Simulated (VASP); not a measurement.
Here is a VASP 6.6.1 calculation.

POSCAR

```
Ti2H
1.0
    4.2253185686      0.0000000000      0.0000000000
    0.0000000000      4.2253185686      0.0000000000
    0.0000000000      0.0000000000      4.2253185686
Ti H
4 2
Direct
    0.2500000000      0.7500000000      0.2500000000
    0.7500000000      0.2500000000      0.2500000000
    0.2500000000      0.2500000000      0.7500000000
    0.7500000000      0.7500000000      0.7500000000
    0.0000000000      0.0000000000      0.0000000000
    0.5000000000      0.5000000000      0.5000000000
```

The input INCAR.step1:

```
  PREC = Accurate
  ENCUT = 520
  ISMEAR = 0
  SIGMA = 0.15
  LREAL = F
  LASPH = T
  NELM = 100
  NBANDS = 34
  GGA = PE
  ALGO = Normal
  EDIFF = 1E-4
  LWAVE = T
  LCHARG = F
```

Contents of INCAR.step2:

```
  PREC = Accurate
  ENCUT = 520
  EDIFF = 1E-6
  ISMEAR = 0
  SIGMA = 0.15
  LREAL = F
  LASPH = T
  NELM = 100
  ALGO = Normal
  ISIF = 2
  LWAVE = F
  LCHARG = F
  METAGGA = R2SCAN
  LMIXTAU = T
  NBANDS = 34
  ISTART = 1
```

File KPOINTS:

```
regular mesh
0
Gamma
  12 12 12
```

Potentials or basis: VASP PAW PBE potentials, release 64 (Ti_sv, H).

Launch:

```bash
$ cat potpaw_PBE.64/Ti_sv/POTCAR potpaw_PBE.64/H/POTCAR > POTCAR
$ cp INCAR.step1 INCAR
$ mpirun -np 1 vasp_std > vasp.out
$ cp INCAR.step2 INCAR
$ mpirun -np 1 vasp_std > vasp.out
```

Q: Estimate the band gap on the k mesh.

A: Zero (bands 25 and 26 overlap by 1.20 eV).

Q: Estimate the pressure.

A: 0.5 GPa.

Caveat: the PAW data sets were made with another functional, which shifts forces and pressure a little.
